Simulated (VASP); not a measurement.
# Pb (Fd-3m) in VASP: a series of runs

The runs below take Pb through single point, with LDA, PBE.

Program: VASP 6.6.1. These are calculated values, not measurements. Logs are shortened: lines on timing, memory, paths and dates and some standing lists are left out, and cuts for length are marked.

## Step 1: The cell of the first run

It takes space group Fd-3m (No. 227, cubic). Conventional cell: a = 6.832 Å, b = 6.832 Å, c = 6.832 Å, α = 90.00°, β = 90.00°, γ = 90.00°. Pb (site symmetry -43m) has 4 Pb at 2.96 Å within 3.9 Å.

## Step 2: Single point, LDA

The input, INCAR:

```
ALGO = Normal ; EDIFF = 1E-6
ENCUT = 520 ; ISIF = 2
ISMEAR = -1 ; LASPH = True
LCHARG = True ; LELF = True
LREAL = False ; LVHAR = True
LWAVE = False ; NBANDS = 21
NELM = 60 ; PREC = Accurate
SIGMA = 0.05
```

The input, KPOINTS:

```
k-points
0
Gamma
  7 7 7
```

The input, POSCAR:

```
Pb
1.0
    0.0000000000      3.4159188228      3.4159188228
    3.4159188228      0.0000000000      3.4159188228
    3.4159188228      3.4159188228      0.0000000000
Pb
2
Direct
    0.2500000000      0.2500000000      0.2500000000
    0.0000000000      0.0000000000      0.0000000000
```

Potentials or basis: VASP PAW LDA potentials, release 64 (Pb_d).

Launch:

```sh
$ cat potpaw_LDA.64/Pb_d/POTCAR > POTCAR
$ mpirun -np 1 vasp_std > vasp.out
```

OUTCAR:

```text
EDIFF = 1E-6
   ENCUT = 520
   ISIF = 2
   ISMEAR = -1
   LASPH = True
   LREAL = False
   NELM = 60
   PREC = Accurate

 ion  position               nearest neighbor table
   1  0.250  0.250  0.250-   2 2.96   2 2.96   2 2.96   2 2.96
   2  0.000  0.000  0.000-   1 2.96   1 2.96   1 2.96   1 2.96

  LATTYP: Found a face centered cubic cell.
 ALAT       =     6.8318376456

  Lattice vectors:

 A1 = (   0.0000000000,   3.4159188228,   3.4159188228)
 A2 = (   3.4159188228,   0.0000000000,   3.4159188228)
 A3 = (   3.4159188228,   3.4159188228,   0.0000000000)

Analysis of symmetry for initial positions (statically):
=====================================================================
 Subroutine PRICEL returns:
 Original cell was already a primitive cell.

 Routine SETGRP: Setting up the symmetry group for a
 face centered cubic supercell.

 Subroutine GETGRP returns: Found 48 space group operations
 (whereof 24 operations were pure point group operations)
 out of a pool of 48 trial point group operations.

The static configuration has the point symmetry T_d .
 The point group associated with its full space group is O_h .

Analysis of symmetry for dynamics (positions and initial velocities):
=====================================================================
 Subroutine PRICEL returns:
 Original cell was already a primitive cell.

 Routine SETGRP: Setting up the symmetry group for a
 face centered cubic supercell.

 Subroutine GETGRP returns: Found 48 space group operations
 (whereof 24 operations were pure point group operations)
 out of a pool of 48 trial point group operations.

The dynamic configuration has the point symmetry T_d .
 The point group associated with its full space group is O_h .

 Subroutine INISYM returns: Found 48 space group operations
 (whereof 24 operations are pure point group operations),
 and found     1 'primitive' translations

----------------------------------------------------------------------------------------

                                     Primitive cell

  volume of cell :      79.7173

  direct lattice vectors                    reciprocal lattice vectors
     0.000000000  3.415918823  3.415918823    -0.146373502  0.146373502  0.146373502
     3.415918823  0.000000000  3.415918823     0.146373502 -0.146373502  0.146373502
     3.415918823  3.415918823  0.000000000     0.146373502  0.146373502 -0.146373502

  length of vectors
     4.830838727  4.830838727  4.830838727     0.253526342  0.253526342  0.253526342

  position of ions in fractional coordinates (direct lattice)
     0.250000000  0.250000000  0.250000000
     0.000000000  0.000000000  0.000000000

  ion indices of the primitive-cell ions
   primitive index   ion index
                 1           1
                 2           2

----------------------------------------------------------------------------------------

 KPOINTS: k-points

Automatic generation of k-mesh.
 Grid dimensions read from file:
 generate k-points for:    7    7    7

 Generating k-lattice:

  Cartesian coordinates                     Fractional coordinates (reciprocal lattice)
    -0.020910500  0.020910500  0.020910500     0.142857143  0.000000000  0.000000000
     0.020910500 -0.020910500  0.020910500     0.000000000  0.142857143  0.000000000
     0.020910500  0.020910500 -0.020910500     0.000000000  0.000000000  0.142857143

  Length of vectors
     0.036218049  0.036218049  0.036218049

  Shift w.r.t. Gamma in fractional coordinates (k-lattice)
     0.000000000  0.000000000  0.000000000

 Subroutine IBZKPT returns following result:
 ===========================================

 Found     20 irreducible k-points:

 Following reciprocal coordinates:
            Coordinates               Weight
  0.000000  0.000000  0.000000      1.000000
  0.142857  0.000000  0.000000      8.000000
  0.285714  0.000000  0.000000      8.000000
  0.428571  0.000000  0.000000      8.000000
  0.142857  0.142857  0.000000      6.000000
  0.285714  0.142857  0.000000     24.000000
[... 12 lines left out ...]
 -0.428571  0.428571  0.142857     24.000000
 -0.285714  0.428571  0.142857     24.000000
   k-points           NKPTS =     20   k-points in BZ     NKDIM =     20   number of bands    NBANDS=     21
   number of dos      NEDOS =    301   number of ions     NIONS =      2
   total plane-waves  NPLWV =  46656
   dimension x,y,z NGX =    36 NGY =   36 NGZ =   36
   dimension x,y,z NGXF=    72 NGYF=   72 NGZF=   72
   ions per type =               2
   NGX,Y,Z   is equivalent  to a cutoff of  12.39, 12.39, 12.39 a.u.
   NGXF,Y,Z  is equivalent  to a cutoff of  24.78, 24.78, 24.78 a.u.
 SYSTEM =  unknown system
   PREC   = accura    normal or accurate (medium, high low for compatibility)
   ISTART =      0    job   : 0-new  1-cont  2-samecut
   ICHARG =      2    charge: 1-file 2-atom 10-const
   ISPIN  =      1    spin polarized calculation?
   LNONCOLLINEAR =      F non collinear calculations
   LSORBIT =      F    spin-orbit coupling
   LASPH  =      T    aspherical Exc in radial PAW
   ENCUT  =  520.0 eV  38.22 Ry    6.18 a.u.   8.98  8.98  8.98*2*pi/ulx,y,z
   NELM   =     60;   NELMIN=  2; NELMDL= -5     # of ELM steps
   EDIFF  = 0.1E-05   stopping-criterion for ELM
   LREAL  =      F    real-space projection
   EDIFFG = 0.1E-04   stopping-criterion for IOM
   NSW    =      0    number of steps for IOM
   IBRION =     -1    ionic relax: 0-MD 1-quasi-New 2-CG
   NFREE  =      0    steps in history (QN), initial steepest desc. (CG)
   ISIF   =      2    stress and relaxation
   ISYM   =      2    0-nonsym 1-usesym 2-fastsym
   POTIM  = 0.5000    time-step for ionic-motion
   TEBEG  =    0.0;   TEEND  =   0.0 temperature during run
   PSTRESS=    0.0 pullay stress
   NELECT =      28.0000    total number of electrons
   NUPDOWN=      -1.0000    fix difference up-down
   EMIN   =  10.00;   EMAX   =-10.00  energy-range for DOS
   EFERMI =   0.00;   METHOD = LEGACY
   ISMEAR =    -1;   SIGMA  =   0.05  broadening in eV -4-tet -1-fermi 0-gaus
   EFERMI_NEDOS =   21; number of points for ismear=-14 and -15
   IALGO  =     38    algorithm
   IMIX   =      4    mixing-type and parameters
     AMIX     =   0.40;   BMIX     =  1.00
     AMIX_MAG =   1.60;   BMIX_MAG =  1.00
  volume/ion in A,a.u.               =      39.86       268.98
  Fermi-wavevector in a.u.,A,eV,Ry     =   1.155074  2.182774 18.152851  1.334197
  Thomas-Fermi vector in A             =   2.291706
   LORBIT       =      0    0 simple, 1 ext, 2 COOP (PROOUT), +10 PAW based schemes
   GGA     = CA    functional components
   LHFCALC =     F    Hartree Fock is set to
   AEXX    =    0.0000 exact exchange contribution
   IVDW    =     0    specifies the selected vdW correction
   LEPSILON=     F    determine dielectric tensor
   LRPA    =     F    only Hartree local field effects (RPA)
 non-spin polarized calculation
  energy-cutoff  :      520.00
  volume of cell :       79.72
 maximum number of plane-waves:      2168
   NGX = 17   NGY = 17   NGZ = 17

 number of electron      28.0000009 magnetization

 Free energy of the ion-electron system (eV)
  ---------------------------------------------------
  ext. energy  EPLUGINS =         0.00000000
  ---------------------------------------------------
  free energy    TOTEN  =        -7.89069043 eV

  energy without entropy =       -7.88462488  energy(sigma->0) =       -7.88765766

 E-fermi :   4.2326     XC(G=0):  -8.8492

 val. band max:        4.1997122539   @ k =  -0.1429   0.1429   0.0000
 cond. band min:       4.2539906261   @ k =   0.1429   0.0000   0.0000
 fundamental gap:      0.0542783722
 Fermi energy:         4.2325517714

 k-point     1 :       0.0000    0.0000    0.0000
  band No.  band energies     occupation
      1     -12.9590      2.00000
      2     -12.9590      2.00000
      3     -12.9590      2.00000
      4     -12.8756      2.00000
      5     -12.8756      2.00000
      6     -12.4208      2.00000
[... 13 lines left out ...]
     20      12.1896      0.00000
     21      12.1896      0.00000

 k-point     2 :       0.1429    0.0000    0.0000
  band No.  band energies     occupation
      1     -12.9785      2.00000
      2     -12.9785      2.00000
      3     -12.9543      2.00000
      4     -12.8471      2.00000
      5     -12.8471      2.00000
      6     -12.4518      2.00000
[... 13 lines left out ...]
     20      11.4907      0.00000
     21      11.4907      0.00000

 k-point     3 :       0.2857    0.0000    0.0000
  band No.  band energies     occupation
      1     -13.0003      2.00000
      2     -13.0003      2.00000
      3     -12.9432      2.00000
      4     -12.8078      2.00000
      5     -12.8078      2.00000
      6     -12.4835      2.00000
[... 13 lines left out ...]
     20      11.4816      0.00000
     21      11.4816      0.00000

 k-point     4 :       0.4286    0.0000    0.0000
  band No.  band energies     occupation
      1     -13.0091      2.00000
      2     -13.0091      2.00000
      3     -12.9338      2.00000
      4     -12.7888      2.00000
      5     -12.7888      2.00000
      6     -12.4959      2.00000
[... 13 lines left out ...]
     20      12.3919      0.00000
     21      12.3919      0.00000

 k-point     5 :       0.1429    0.1429    0.0000
  band No.  band energies     occupation
      1     -12.9760      2.00000
      2     -12.9743      2.00000
      3     -12.9743      2.00000
      4     -12.8512      2.00000
      5     -12.8166      2.00000
      6     -12.5148      2.00000
[... 13 lines left out ...]
     20      10.3406      0.00000
     21      12.6672      0.00000
[... 286 lines left out ...]
     20      11.9410      0.00000
     21      12.7272      0.00000

 k-point    18 :      -0.4286    0.2857    0.1429
  band No.  band energies     occupation
      1     -13.0539      2.00000
      2     -13.0330      2.00000
      3     -12.8642      2.00000
      4     -12.7432      2.00000
      5     -12.6969      2.00000
      6     -12.6377      2.00000
[... 13 lines left out ...]
     20      12.3483      0.00000
     21      12.7807      0.00000

 k-point    19 :      -0.4286    0.4286    0.1429
  band No.  band energies     occupation
      1     -13.0470      2.00000
      2     -13.0440      2.00000
      3     -12.8537      2.00000
      4     -12.7515      2.00000
      5     -12.6902      2.00000
      6     -12.6115      2.00000
[... 13 lines left out ...]
     20      12.7084      0.00000
     21      13.9756      0.00000

 k-point    20 :      -0.2857    0.4286    0.1429
  band No.  band energies     occupation
      1     -13.0639      2.00000
      2     -13.0453      2.00000
      3     -12.8193      2.00000
      4     -12.7196      2.00000
      5     -12.6766      2.00000
      6     -12.6302      2.00000
[... 13 lines left out ...]
     20      12.8384      0.00000
     21      14.0058      0.00000

------------------------ aborting loop because EDIFF is reached ----------------------------------------

  FORCE on cell =-STRESS in cart. coord.  units (eV):
  Direction    XX          YY          ZZ          XY          YZ          ZX
  --------------------------------------------------------------------------------------
  -------------------------------------------------------------------------------------
  Total       -0.0306995     -0.0306995     -0.0306995     -0.0000000      0.0000000     -0.0000000
  in kB       -0.6170056     -0.6170056     -0.6170056     -0.0000000      0.0000000     -0.0000000
  external PRESSURE =      -0.6170056 kB  Pullay stress =       0.0000000 kB

 VOLUME and BASIS-vectors are now :
 -----------------------------------------------------------------------------
  energy-cutoff  :      520.00
  volume of cell :       79.72
      direct lattice vectors                 reciprocal lattice vectors
     0.000000000  3.415918823  3.415918823    -0.146373502  0.146373502  0.146373502
     3.415918823  0.000000000  3.415918823     0.146373502 -0.146373502  0.146373502
     3.415918823  3.415918823  0.000000000     0.146373502  0.146373502 -0.146373502

 POSITION                                       TOTAL-FORCE (eV/Angst)
 -----------------------------------------------------------------------------------
      1.70796      1.70796      1.70796         0.000000      0.000000      0.000000
      0.00000      0.00000      0.00000        -0.000000     -0.000000     -0.000000
 -----------------------------------------------------------------------------------
    total drift:                                0.000000      0.000000     -0.000000

  FREE ENERGIE OF THE ION-ELECTRON SYSTEM (eV)
  ---------------------------------------------------
  free  energy   TOTEN  =        -7.8906904282 eV

  energy  without entropy=       -7.8846248845  energy(sigma->0) =       -7.88765766
```

Run time: 35 s. Hardware: 1 thread of AMD EPYC 7R43 (Zen 3), shared host; peak memory 0.14 GiB.

What came out:

| Item | Value |
| --- | --- |
| Free energy | -7.8907 eV |
| Pressure | -0.1 GPa |
| Band gap on the k mesh | zero (band 14 reaches 4.65 eV, above the bottom of band 15 at 3.50 eV) |

Levels at points of the mesh, in eV from the Fermi level:
```tsv
k point	band 12	band 13	band 14	band 15	band 16	band 17
(0.00, 0.00, 0.00)	-3.84	0.41	0.41	0.41	2.41	2.41
```

Caveat: spin-orbit coupling is left out, which moves the levels of the heavy elements.

## Step 3: Single point, PBE

The input, INCAR:

```
ALGO = Fast
EDIFF = 1E-6
ENCUT = 520
GGA = PE
ISIF = 2
ISMEAR = -1
LASPH = True
LCHARG = False
LREAL = False
LWAVE = False
NBANDS = 21
NELM = 100
PREC = Accurate
SIGMA = 0.05
```

KPOINTS is that of step 2.

POSCAR is that of step 2.

Potentials or basis: VASP PAW PBE potentials, release 64 (Pb_d).

Launch:

```sh
$ cat potpaw_PBE.64/Pb_d/POTCAR > POTCAR
$ mpirun -np 1 vasp_std > vasp.out
```

It took 48 s on 1 thread of AMD EPYC 7R43 (Zen 3), shared host; peak memory 0.17 GiB.

It converged, with:

```yaml
Free_energy: -6.5348 eV
Pressure: 3.1 GPa
Band_gap_on_the_k_mesh: zero (band 14 reaches 4.94 eV, above the bottom of band 15 at 3.80 eV)
```

Levels at points of the mesh, in eV from the Fermi level:
| k point | band 11 | band 12 | band 13 | band 14 | band 15 | band 16 | band 17 | band 18 |
| --- | --- | --- | --- | --- | --- | --- | --- | --- |
| (0.00, 0.00, 0.00) | -11.26 | -3.82 | 0.41 | 0.41 | 0.41 | 2.42 | 2.42 | 2.42 |

Caveat: spin-orbit coupling is left out, which moves the levels of the heavy elements.

## Step 4: Single point, LDA

This run uses another cell than the first one, of 40.67 Å³/atom, 1.020 times its volume.

The input, INCAR:

```
SYSTEM = Pb
PREC = Accurate
ENCUT = 520
EDIFF = 1E-6
ISMEAR = -1
SIGMA = 0.05
LREAL = .False.
LASPH = .True.
NELM = 100
ALGO = Normal
ISIF = 2
LWAVE = .False.
LCHARG = .True.
LELF = .True.
LVHAR = .True.
NBANDS = 21
```

The input, KPOINTS:

```
Automatic mesh
0
Gamma
  7 7 7
  0 0 0
```

The input, POSCAR:

```
Pb
1.0
    0.0000000000      3.4390000555      3.4390000555
    3.4390000555      0.0000000000      3.4390000555
    3.4390000555      3.4390000555      0.0000000000
Pb
2
Direct
    0.2500000000      0.2500000000      0.2500000000
    0.0000000000      0.0000000000      0.0000000000
```

Potentials or basis: VASP PAW LDA potentials, release 64 (Pb_d).

Launch:

```sh
$ cat potpaw_LDA.64/Pb_d/POTCAR > POTCAR
$ mpirun -np 1 vasp_std > vasp.out
```

Wall time 37 s (1 thread of AMD EPYC 7R43 (Zen 3), shared host); peak memory 0.14 GiB.

Results (log left out):

| Item | Value |
| --- | --- |
| Free energy | -7.8877 eV |
| Pressure | -0.7 GPa |
| Band gap on the k mesh | zero (band 14 reaches 4.45 eV, above the bottom of band 15 at 3.34 eV) |

Levels at points of the mesh, in eV from the Fermi level:
```csv
k point,band 12,band 13,band 14,band 15,band 16,band 17
"(0.00, 0.00, 0.00)",-3.95,0.40,0.40,0.40,2.40,2.40
```

Caveat: spin-orbit coupling is left out, which moves the levels of the heavy elements.

## Step 5: Overview

| level | potentials or basis | cell | gap on the mesh (eV) | pressure (GPa) |
| --- | --- | --- | --- | --- |
| LDA | VASP PAW LDA potentials, release 64 (Pb_d) | a = 4.831 Å, angles 60.0°, 2 atoms | none | -0.1 |
| PBE | VASP PAW PBE potentials, release 64 (Pb_d) | a = 4.831 Å, angles 60.0°, 2 atoms | none | 3.1 |
| LDA | VASP PAW LDA potentials, release 64 (Pb_d) | a = 4.863 Å, angles 60.0°, 2 atoms | none | -0.7 |

Alike in all rows: task single point; no spin polarisation; k mesh 7 × 7 × 7; cutoff (eV) 520; smearing fermi-dirac 0.05 eV.

Caveats: spin-orbit coupling is left out, which moves the levels of the heavy elements.

Absolute energies hang on the potentials; compare differences alone.
